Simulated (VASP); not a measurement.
A run of VASP 6.6.1:

The input POSCAR:

```
Ni
1.0
    0.0000000000      1.7259110183      1.7259110183
    1.7259110183      0.0000000000      1.7259110183
    1.7259110183      1.7259110183      0.0000000000
Ni
1
Direct
    0.0000000000      0.0000000000      0.0000000000
```

Contents of INCAR.step1:

```
SYSTEM = Ni
PREC     = Accurate       ! precision mode
ENCUT    = 760            ! plane-wave cutoff, eV
ISMEAR   = -1             ! smearing method
SIGMA    = 0.05           ! smearing width, eV
LREAL    = .False.        ! projectors in reciprocal space
LASPH    = .True.         ! aspherical terms in the spheres
NELM     = 200            ! most SCF steps
ISPIN    = 2              ! spin polarisation
MAGMOM   = 1              ! initial moments
LMAXMIX  = 4              ! l up to which the mixer works
NBANDS   = 19             ! bands
GGA      = PE             ! functional
ALGO     = Normal         ! electronic algorithm
EDIFF    = 1E-5           ! SCF threshold, eV
LWAVE    = .True.         ! write WAVECAR
LCHARG   = .False.        ! write CHGCAR
GGA_COMPAT= .False.
```

Contents of INCAR.step2:

```
SYSTEM = Ni
PREC     = Accurate       ! precision mode
ENCUT    = 760            ! plane-wave cutoff, eV
EDIFF    = 1E-6           ! SCF threshold, eV
ISMEAR   = -1             ! smearing method
SIGMA    = 0.05           ! smearing width, eV
LREAL    = .False.        ! projectors in reciprocal space
LASPH    = .True.         ! aspherical terms in the spheres
NELM     = 200            ! most SCF steps
ALGO     = Normal         ! electronic algorithm
ISIF     = 2              ! what is computed and relaxed
LWAVE    = .False.        ! write WAVECAR
LCHARG   = .True.         ! write CHGCAR
ISPIN    = 2              ! spin polarisation
MAGMOM   = 1              ! initial moments
LORBIT   = 11             ! projections on sites
LMAXMIX  = 4              ! l up to which the mixer works
METAGGA  = R2SCAN         ! meta-GGA
LMIXTAU  = .True.       
LELF     = .True.         ! ELF
LVHAR    = .True.       
NBANDS   = 19             ! bands
ISTART   = 1            
GGA_COMPAT= .False.
```

File KPOINTS:

```
regular mesh
0
Gamma
  13 13 13
  0 0 0
```

Potentials or basis: VASP PAW PBE potentials, release 64 (Ni_sv_GW).

Command:

```bash
$ cat potpaw_PBE.64/Ni_sv_GW/POTCAR > POTCAR
$ cp INCAR.step1 INCAR
$ mpirun -np 1 vasp_std > vasp.out
$ cp INCAR.step2 INCAR
$ mpirun -np 1 vasp_std > vasp.out
```

Hardware: 1 thread of Intel(R) Xeon(R) 6975P-C (Granite Rapids), on a shared host.

**Question.** How long does it take, and how much memory?

**Answer.** Wall time 110 s on 1 thread of Intel(R) Xeon(R) 6975P-C (Granite Rapids), on a shared host, peak memory 0.2 GiB. Counts: k points 84.
